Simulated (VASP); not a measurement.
# Na: single point with LDA

Crystal: Na.

```
Na
1.0
    -1.72580    1.72580    2.64375
     1.72580   -1.72580    2.64375
     1.72580    1.72580   -2.64375
Na
1
Direct
  0.00000 0.00000 0.00000
```

| Property | Result |
| --- | --- |
| Program | VASP 6.6.1 |
| Task | single point |
| Functional | LDA |
| Potentials or basis | VASP PAW LDA potentials, release 64 (Na_pv) |
| Cutoff | 520 eV |
| k mesh | 18 × 18 × 18 |
| Occupations | gaussian, width 0.15 eV |
| Spin | no spin polarisation |
| Dipole correction | no |
| Further INCAR settings | ALGO = Fast; EDIFF = 1e-06; NBANDS = 10 |

| Property | Result |
| --- | --- |
| Pressure | 0.4 GPa |

Stress tensor (GPa, compression positive):
```
0.54 0.00 0.00
0.00 0.54 0.00
0.00 0.00 0.21
```

Levels at points of the mesh, in eV from the Fermi level:
| k point | band 1 | band 2 | band 3 | band 4 | band 5 | band 6 | band 7 | band 8 | band 9 |
| --- | --- | --- | --- | --- | --- | --- | --- | --- | --- |
| (0.00, 0.00, 0.00) | -24.84 | -24.84 | -24.84 | -3.66 | 11.84 | 12.19 | 12.19 | 13.50 | 14.12 |
| (0.50, 0.00, 0.00) | -24.91 | -24.85 | -24.85 | 0.59 | 1.08 | 10.33 | 11.21 | 11.61 | 13.02 |
| (0.50, 0.50, 0.00) | -24.90 | -24.87 | -24.86 | 2.25 | 2.80 | 6.53 | 7.59 | 7.66 | 10.06 |
| (0.50, 0.50, 0.50) | -24.90 | -24.86 | -24.86 | 1.37 | 1.97 | 7.26 | 8.57 | 8.57 | 10.81 |

Wall time 100 s on 1 thread of Intel Xeon 6975P-C, on a shared host, peak memory 0.23 GiB.
